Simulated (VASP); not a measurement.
# Sb (R-3m) in VASP: further runs

Sb is run at these levels: PBEsol; tasks: single point.

Everything below comes from runs of VASP 6.6.1. Logs are shortened: lines on timing, memory, paths and dates and some standing lists are left out, and cuts for length are marked.

## (1) The cell of the first run

It takes space group R-3m (No. 166, trigonal). The conventional cell has a = 3.243 Å, b = 3.243 Å, c = 8.065 Å, α = 90.00°, β = 90.00°, γ = 120.00°. Within 4.3 Å of Sb (site symmetry -3m) lie 12 Sb at 3.24 to 3.28 Å.

## (2) Single point, PBEsol (equal xy, yz and zx shear strains of +1 %)

File INCAR:

```
ALGO = Normal
EDIFF = 1E-7
ENCUT = 520
GGA = PS
ISIF = 2
ISMEAR = -1
LASPH = T
LCHARG = F
LREAL = F
LWAVE = F
NBANDS = 8
NELM = 60
PREC = Accurate
SIGMA = 0.05
```

File KPOINTS:

```
k-points
0
Gamma
  12 12 12
```

File POSCAR:

```
Sb
1.0
    0.0230500000      2.3165250000      2.3165250000
    2.3165250000      0.0230500000      2.3165250000
    2.3165250000      2.3165250000      0.0230500000
Sb
1
Direct
    0.0000000000      0.0000000000      0.0000000000
```

Potentials or basis: VASP PAW PBE potentials, release 64 (Sb).

Command:

```
> cat potpaw_PBE.64/Sb/POTCAR > POTCAR
> mpirun -np 1 vasp_std > vasp.out
```

OUTCAR:

```text
EDIFF = 1E-7
   ENCUT = 520
   GGA = PS
   ISIF = 2
   ISMEAR = -1
   LASPH = T
   LREAL = F
   NELM = 60
   PREC = Accurate

 ion  position               nearest neighbor table
   1  0.000  0.000  0.000-

  LATTYP: Found a trigonal (rhomboedric) cell.
 ALAT       =     3.2761421602
 COS(alpha) =     0.5099250056

  Lattice vectors:

 A1 = (   0.0230500000,   2.3165250000,   2.3165250000)
 A2 = (   2.3165250000,   0.0230500000,   2.3165250000)
 A3 = (   2.3165250000,   2.3165250000,   0.0230500000)

Analysis of symmetry for initial positions (statically):
=====================================================================
 Subroutine PRICEL returns:
 Original cell was already a primitive cell.

 Routine SETGRP: Setting up the symmetry group for a
 trigonal (rhombohedral) supercell.

 Subroutine GETGRP returns: Found 12 space group operations
 (whereof 12 operations were pure point group operations)
 out of a pool of 12 trial point group operations.

The static configuration has the point symmetry D_3d.

Analysis of symmetry for dynamics (positions and initial velocities):
=====================================================================
 Subroutine PRICEL returns:
 Original cell was already a primitive cell.

 Routine SETGRP: Setting up the symmetry group for a
 trigonal (rhombohedral) supercell.

 Subroutine GETGRP returns: Found 12 space group operations
 (whereof 12 operations were pure point group operations)
 out of a pool of 12 trial point group operations.

The dynamic configuration has the point symmetry D_3d.

 Subroutine INISYM returns: Found 12 space group operations
 (whereof 12 operations are pure point group operations),
 and found     1 'primitive' translations

----------------------------------------------------------------------------------------

                                     Primitive cell

  volume of cell :      24.4912

  direct lattice vectors                    reciprocal lattice vectors
     0.023050000  2.316525000  2.316525000    -0.219089045  0.216930532  0.216930532
     2.316525000  0.023050000  2.316525000     0.216930532 -0.219089045  0.216930532
     2.316525000  2.316525000  0.023050000     0.216930532  0.216930532 -0.219089045

  length of vectors
     3.276142160  3.276142160  3.276142160     0.376985041  0.376985041  0.376985041

[... 77 lines left out ...]
   NELM   =     60;   NELMIN=  2; NELMDL= -5     # of ELM steps
   EDIFF  = 0.1E-06   stopping-criterion for ELM
   LREAL  =      F    real-space projection
   EDIFFG = 0.1E-05   stopping-criterion for IOM
   NSW    =      0    number of steps for IOM
   IBRION =     -1    ionic relax: 0-MD 1-quasi-New 2-CG
   NFREE  =      0    steps in history (QN), initial steepest desc. (CG)
   ISIF   =      2    stress and relaxation
   ISYM   =      2    0-nonsym 1-usesym 2-fastsym
   POTIM  = 0.5000    time-step for ionic-motion
   TEBEG  =    0.0;   TEEND  =   0.0 temperature during run
   PSTRESS=    0.0 pullay stress
   NELECT =       5.0000    total number of electrons
   NUPDOWN=      -1.0000    fix difference up-down
   EMIN   =  10.00;   EMAX   =-10.00  energy-range for DOS
   EFERMI =   0.00;   METHOD = LEGACY
   ISMEAR =    -1;   SIGMA  =   0.05  broadening in eV -4-tet -1-fermi 0-gaus
   EFERMI_NEDOS =   21; number of points for ismear=-14 and -15
   IALGO  =     38    algorithm
   IMIX   =      4    mixing-type and parameters
     AMIX     =   0.40;   BMIX     =  1.00
     AMIX_MAG =   1.60;   BMIX_MAG =  1.00
  volume/ion in A,a.u.               =      24.49       165.27
  Fermi-wavevector in a.u.,A,eV,Ry     =   0.963965  1.821630 12.642929  0.929229
  Thomas-Fermi vector in A             =   2.093556
   LORBIT       =      0    0 simple, 1 ext, 2 COOP (PROOUT), +10 PAW based schemes
   GGA     = PS    functional components
   LHFCALC =     F    Hartree Fock is set to
   AEXX    =    0.0000 exact exchange contribution
   IVDW    =     0    specifies the selected vdW correction
   LEPSILON=     F    determine dielectric tensor
   LRPA    =     F    only Hartree local field effects (RPA)
 non-spin polarized calculation
  energy-cutoff  :      520.00
  volume of cell :       24.49
 maximum number of plane-waves:       670
   NGX = 13   NGY = 13   NGZ = 13

 number of electron       4.9999999 magnetization

 Free energy of the ion-electron system (eV)
  ---------------------------------------------------
  ext. energy  EPLUGINS =         0.00000000
  ---------------------------------------------------
  free energy    TOTEN  =        -4.27014229 eV

  energy without entropy =       -4.26401989  energy(sigma->0) =       -4.26708109

 E-fermi :   9.7219     XC(G=0): -10.7483

 val. band max:        9.7203870943   @ k =  -0.3333  -0.3333   0.0833
 cond. band min:       9.7731005072   @ k =  -0.3333   0.3333   0.1667
 fundamental gap:      0.0527134129
 Fermi energy:         9.7218904454

 k-point     1 :       0.0000    0.0000    0.0000
  band No.  band energies     occupation
      1      -4.0570      2.00000
      2      15.4656      0.00000
      3      15.8211      0.00000
      4      15.8211      0.00000
      5      19.7364      0.00000
      6      19.9157      0.00000
      7      20.0967      0.00000
      8      20.0967      0.00000
[... 243 lines left out ...]
 k-point    24 :      -0.4167    0.1667   -0.0000
  band No.  band energies     occupation
      1       0.6757      2.00000
      2       3.9071      2.00000
      3      10.2444      0.00006
      4      12.7281      0.00000
      5      16.4667      0.00000
      6      20.5921      0.00000
      7      21.0423      0.00000
      8      24.1800      0.00000

 [... further k-points ...]

------------------------ aborting loop because EDIFF is reached ----------------------------------------

  FORCE on cell =-STRESS in cart. coord.  units (eV):
  Direction    XX          YY          ZZ          XY          YZ          ZX
  --------------------------------------------------------------------------------------
  -------------------------------------------------------------------------------------
  Total        0.8101734      0.8101734      0.8101734     -0.0102332     -0.0102332     -0.0102332
  in kB       53.0002924     53.0002924     53.0002924     -0.6694430     -0.6694430     -0.6694430
  external PRESSURE =      53.0002924 kB  Pullay stress =       0.0000000 kB

 VOLUME and BASIS-vectors are now :
 -----------------------------------------------------------------------------
  energy-cutoff  :      520.00
  volume of cell :       24.49
      direct lattice vectors                 reciprocal lattice vectors
     0.023050000  2.316525000  2.316525000    -0.219089045  0.216930532  0.216930532
     2.316525000  0.023050000  2.316525000     0.216930532 -0.219089045  0.216930532
     2.316525000  2.316525000  0.023050000     0.216930532  0.216930532 -0.219089045

 POSITION                                       TOTAL-FORCE (eV/Angst)
 -----------------------------------------------------------------------------------
      0.00000      0.00000      0.00000        -0.000000     -0.000000      0.000000
 -----------------------------------------------------------------------------------
    total drift:                                0.000000      0.000000     -0.000000

  FREE ENERGIE OF THE ION-ELECTRON SYSTEM (eV)
  ---------------------------------------------------
  free  energy   TOTEN  =        -4.2701422896 eV

  energy  without entropy=       -4.2640198857  energy(sigma->0) =       -4.26708109
```

OSZICAR:

```text
N       E                     dE             d eps       ncg     rms          rms(c)
DAV:   1     0.470943399230E+01    0.47094E+01   -0.16846E+03  3048   0.409E+02
DAV:   2    -0.418938907481E+01   -0.88988E+01   -0.86198E+01  4256   0.532E+01
DAV:   3    -0.427730232227E+01   -0.87913E-01   -0.87790E-01  3640   0.600E+00
DAV:   4    -0.427752293439E+01   -0.22061E-03   -0.22061E-03  4808   0.364E-01
DAV:   5    -0.427752331386E+01   -0.37948E-06   -0.37971E-06  3704   0.946E-03    0.196E+00
DAV:   6    -0.427286496960E+01    0.46583E-02   -0.14306E-03  3768   0.180E-01    0.113E+00
DAV:   7    -0.427015081943E+01    0.27142E-02   -0.30204E-03  3440   0.261E-01    0.326E-02
DAV:   8    -0.427014283288E+01    0.79865E-05   -0.29770E-05  4312   0.444E-02    0.722E-03
DAV:   9    -0.427014262487E+01    0.20802E-06   -0.39082E-07  4200   0.450E-03    0.117E-03
DAV:  10    -0.427014240864E+01    0.21623E-06   -0.59021E-08  3856   0.127E-03    0.152E-03
DAV:  11    -0.427014230208E+01    0.10656E-06   -0.82258E-10  2128   0.236E-04    0.335E-04
DAV:  12    -0.427014228961E+01    0.12467E-07   -0.12748E-10  1968   0.782E-05
   1 F= -.42701423E+01 E0= -.42670811E+01  d E =-.612240E-02
```

Run time: 15 s. Hardware: 1 thread of Intel Xeon 6975P-C, shared host; peak memory 0.16 GiB.

Results:

```yaml
Free_energy: -4.2701 eV
Pressure: 5.3 GPa
```

Caveat: the cell differs from its parent crystal (equal xy, yz and zx shear strains of +1 %); the PAW data sets were made with another functional, which shifts forces and pressure a little; spin-orbit coupling is left out, which moves the levels of the heavy elements.

## (3) Single point, PBEsol (equal xy, yz and zx shear strains of +3 %)

File INCAR:

```
PREC     = Accurate       # precision mode
ENCUT    = 520            # plane-wave cutoff, eV
EDIFF    = 1E-6           # SCF threshold, eV
ISMEAR   = -1             # smearing method
SIGMA    = 0.05           # smearing width, eV
LREAL    = F              # projectors in reciprocal space
LASPH    = T              # aspherical terms in the spheres
NELM     = 100            # most SCF steps
ALGO     = Normal         # electronic algorithm
ISIF     = 2              # what is computed and relaxed
LWAVE    = F              # write WAVECAR
LCHARG   = F              # write CHGCAR
GGA      = PS             # functional
NBANDS   = 8              # bands
```

File KPOINTS:

```
Automatic mesh
0
Gamma
  12 12 12
```

File POSCAR:

```
Sb
1.0
    0.0691500000      2.3395750000      2.3395750000
    2.3395750000      0.0691500000      2.3395750000
    2.3395750000      2.3395750000      0.0691500000
Sb
1
Direct
    0.0000000000      0.0000000000      0.0000000000
```

Potentials or basis: VASP PAW PBE potentials, release 64 (Sb).

Command:

```
> cat potpaw_PBE.64/Sb/POTCAR > POTCAR
> mpirun -np 1 vasp_std > vasp.out
```

OUTCAR:

```text
PREC = Accurate
   ENCUT = 520
   EDIFF = 1E-6
   ISMEAR = -1
   LREAL = F
   LASPH = T
   NELM = 100
   ISIF = 2
   GGA = PS

 ion  position               nearest neighbor table
   1  0.000  0.000  0.000-

  LATTYP: Found a trigonal (rhomboedric) cell.
 ALAT       =     3.3093812237
 COS(alpha) =     0.5293254421

  Lattice vectors:

 A1 = (   0.0691500000,   2.3395750000,   2.3395750000)
 A2 = (   2.3395750000,   0.0691500000,   2.3395750000)
 A3 = (   2.3395750000,   2.3395750000,   0.0691500000)

[... 434 lines left out ...]
      1       0.7999      2.00000
      2       3.9186      2.00000
      3      10.2426      0.00006
      4      12.5548      0.00000
      5      16.3552      0.00000
      6      20.1971      0.00000
      7      21.1589      0.00000
      8      24.3061      0.00000

 [... further k-points ...]
[... 5 lines left out ...]
  --------------------------------------------------------------------------------------
  -------------------------------------------------------------------------------------
  Total        0.8736595      0.8736595      0.8736595     -0.0504844     -0.0504844     -0.0504844
  in kB       57.1873926     57.1873926     57.1873926     -3.3045752     -3.3045752     -3.3045752
  external PRESSURE =      57.1873926 kB  Pullay stress =       0.0000000 kB

 VOLUME and BASIS-vectors are now :
 -----------------------------------------------------------------------------
  energy-cutoff  :      520.00
  volume of cell :       24.48
      direct lattice vectors                 reciprocal lattice vectors
     0.069150000  2.339575000  2.339575000    -0.223430218  0.217015954  0.217015954
     2.339575000  0.069150000  2.339575000     0.217015954 -0.223430218  0.217015954
     2.339575000  2.339575000  0.069150000     0.217015954  0.217015954 -0.223430218

 POSITION                                       TOTAL-FORCE (eV/Angst)
 -----------------------------------------------------------------------------------
      0.00000      0.00000      0.00000         0.000000     -0.000000      0.000000
 -----------------------------------------------------------------------------------
    total drift:                                0.000000      0.000000      0.000000

  FREE ENERGIE OF THE ION-ELECTRON SYSTEM (eV)
  ---------------------------------------------------
  free  energy   TOTEN  =        -4.2680833368 eV

  energy  without entropy=       -4.2633134574  energy(sigma->0) =       -4.26569840
```

Run time: 27 s. Hardware: 1 thread of Intel Xeon 6975P-C, shared host; peak memory 0.18 GiB.

What came out:

- Free energy: -4.2681 eV
- Pressure: 5.7 GPa

Caveat: the cell differs from its parent crystal (equal xy, yz and zx shear strains of +3 %); the PAW data sets were made with another functional, which shifts forces and pressure a little; spin-orbit coupling is left out, which moves the levels of the heavy elements.
